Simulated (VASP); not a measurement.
A run of VASP 6.6.1:

File INCAR:

```
SYSTEM = Pb
  PREC = Accurate
  ENCUT = 500
  EDIFF = 1E-7
  ISMEAR = 0
  SIGMA = 0.1
  LREAL = .FALSE.
  LASPH = .TRUE.
  NELM = 120
  ALGO = Normal
  ISIF = 3
  LWAVE = .FALSE.
  LCHARG = .FALSE.
  GGA = PE
  IBRION = 2
  NSW = 80
  EDIFFG = -0.05
  GGA_COMPAT = .FALSE.
  NELMIN = 4
```

Contents of KPOINTS:

```
Automatic mesh
0
G
  8 8 8
  0 0 0
```

The input POSCAR:

```
Pb
1.0
    0.0000000000      1.9305733965      1.9305733965
    1.9305733965      0.0000000000      1.9305733965
    1.9305733965      1.9305733965      0.0000000000
Pb
1
Direct
    0.0000000000      0.0000000000      0.0000000000
```

Potentials or basis: VASP PAW PBE potentials, release 64 (Pb_d).

Command:

```console
$ cat potpaw_PBE.64/Pb_d/POTCAR > POTCAR
$ mpirun -np 1 vasp_std > vasp.out
```

Hardware: 1 thread of Intel(R) Xeon(R) 6975P-C (Granite Rapids), with other jobs on the host.

How long does it take, and how much memory?

It took 15 s on 1 thread of Intel(R) Xeon(R) 6975P-C (Granite Rapids), on a shared host, peak memory 0.12 GiB. Counts: scf iterations 81, k points 29, ion steps 7.
